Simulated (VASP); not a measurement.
A run of VASP 6.6.1 is set up as follows.

File POSCAR:

```
ZrC
1.0
    0.0000000000      2.3080071600      2.3080071600
    2.3080071600      0.0000000000      2.3080071600
    2.3080071600      2.3080071600      0.0000000000
Zr C
1 1
Direct
    0.5000000000      0.5000000000      0.5000000000
    0.0000000000      0.0000000000      0.0000000000
```

Contents of INCAR.step1:

```
  PREC = Accurate
  ENCUT = 520
  ISMEAR = -1
  SIGMA = 0.1
  LREAL = F
  LASPH = T
  NELM = 80
  GGA = PE
  ALGO = Normal
  EDIFF = 1E-4
  LWAVE = T
  LCHARG = F
```

Contents of INCAR.step2:

```
  PREC = Accurate
  ENCUT = 520
  EDIFF = 1E-6
  ISMEAR = -1
  SIGMA = 0.1
  LREAL = F
  LASPH = T
  NELM = 80
  ALGO = Normal
  ISIF = 2
  LWAVE = F
  LCHARG = F
  METAGGA = R2SCAN
  LMIXTAU = T
  IBRION = 2
  NSW = 50
  EDIFFG = -0.01
  ISTART = 1
```

Contents of KPOINTS:

```
Automatic mesh
0
Gamma
  12 12 12
```

Potentials or basis: VASP PAW PBE potentials, release 64 (Zr_sv, C).

Run with:

```console
$ cat potpaw_PBE.64/Zr_sv/POTCAR potpaw_PBE.64/C/POTCAR > POTCAR
$ cp INCAR.step1 INCAR
$ mpirun -np 1 vasp_std > vasp.out
$ cp INCAR.step2 INCAR
$ mpirun -np 1 vasp_std > vasp.out
```

Problem. Predict the band gap on the k mesh.

Solution. Zero (bands 8 and 9 overlap by 1.34 eV).

Final structure:
```cif
data_structure
_symmetry_space_group_name_H-M 'P 1'
_symmetry_Int_Tables_number 1
_cell_length_a 3.2640
_cell_length_b 3.2640
_cell_length_c 3.2640
_cell_angle_alpha 60.000
_cell_angle_beta 60.000
_cell_angle_gamma 60.000
_cell_volume 24.59
loop_
_atom_site_label
_atom_site_type_symbol
_atom_site_fract_x
_atom_site_fract_y
_atom_site_fract_z
_atom_site_occupancy
Zr1 Zr 0.50000 0.50000 0.50000 1
C1 C 0.00000 0.00000 0.00000 1
```

Caveat: the relaxation stopped at its first step, so nothing moved.
